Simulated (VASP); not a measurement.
# CaSe: single point with PBEsol

Crystal: CaSe.

```
Ca Se
1.0
     0.00000    2.91641    2.91641
     2.91641    0.00000    2.91641
     2.91641    2.91641    0.00000
Ca Se
1 1
Direct
  0.00000 0.00000 0.00000
  0.50000 0.50000 0.50000
```

```json
{
 "Program": "VASP 6.6.1",
 "Task": "single point",
 "Functional": "PBEsol",
 "Potentials or basis": "VASP PAW PBE potentials, release 64 (Ca_sv, Se)",
 "Cutoff": "520 eV",
 "k mesh": "8 × 8 × 8",
 "Occupations": "gaussian, width 0.01 eV",
 "Spin": "no spin polarisation"
}
```

| Property | Result |
| --- | --- |
| Pressure | 1.2 GPa |
| Band gap on the k mesh | 1.82 eV, indirect (least direct gap 2.80 eV) |

Levels at points of the mesh, in eV from the valence-band top:
| k point | band 5 | band 6 | band 7 | band 8 | band 9 | band 10 | band 11 | band 12 |
| --- | --- | --- | --- | --- | --- | --- | --- | --- |
| (0.00, 0.00, 0.00) | -11.98 | 0.00 | 0.00 | 0.00 | 3.41 | 3.62 | 3.62 | 3.62 |
| (0.50, 0.00, 0.00) | -11.18 | -3.50 | -1.31 | -1.31 | 4.45 | 5.56 | 5.59 | 5.59 |
| (0.50, 0.50, 0.00) | -11.34 | -2.67 | -0.99 | -0.99 | 1.82 | 5.10 | 5.12 | 6.17 |

Wall time 18 s on 1 thread of Intel Xeon 6975P-C, with other jobs on the host, peak memory 0.18 GiB.

Caveat: the PAW data sets were made with another functional, which shifts forces and pressure a little. A hybrid or GW would open this gap; PBEsol tends to underestimate it.
